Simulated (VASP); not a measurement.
Mg3Sb2, 5 atoms in the cell. It takes space group P-3m1 (No. 164, trigonal). Conventional cell: a = 4.569 Å, b = 4.569 Å, c = 7.240 Å, α = 90.00°, β = 90.00°, γ = 120.00°. Within 3.8 Å of Mg (site symmetry 3m) lie 4 Sb at 2.82 to 2.93 Å and 6 Mg at 3.27 to 3.74 Å. Mg (site symmetry -3m) has 6 Sb at 3.11 Å and 6 Mg at 3.74 Å within 4.1 Å. Within 3.7 Å of Sb (site symmetry 3m) lie 7 Mg at 2.82 to 3.11 Å. 

| Item | Value |
| --- | --- |
| Program | VASP 6.6.1 |
| Task | single point |
| Functional | r2SCAN |
| Potentials or basis | VASP PAW PBE potentials, release 64 (Mg, Sb) |
| Cutoff | 660 eV |
| k mesh | 6 × 6 × 4 |
| Occupations | gaussian, width 0.02 eV |
| Spin | no spin polarisation |
| Dipole correction | no |
| Further INCAR settings | ALGO = Normal; EDIFF = 1e-06; NBANDS = 16 |

Potentials or basis: VASP PAW PBE potentials, release 64 (Mg, Sb).

Command:

```console
$ cat potpaw_PBE.64/Mg/POTCAR potpaw_PBE.64/Sb/POTCAR > POTCAR
$ cp INCAR.step1 INCAR
$ mpirun -np 1 vasp_std > vasp.out
$ cp INCAR.step2 INCAR
$ mpirun -np 1 vasp_std > vasp.out
```

Hardware: 1 thread of AMD EPYC 9R45 96-Core Processor (Zen 5), with other jobs on the host.

Q: How long does it take, and how much memory?

A: Wall time 3.3 min on 1 thread of AMD EPYC 9R45 96-Core Processor (Zen 5), with other jobs on the host, peak memory 0.34 GiB. Counts: k points 24.
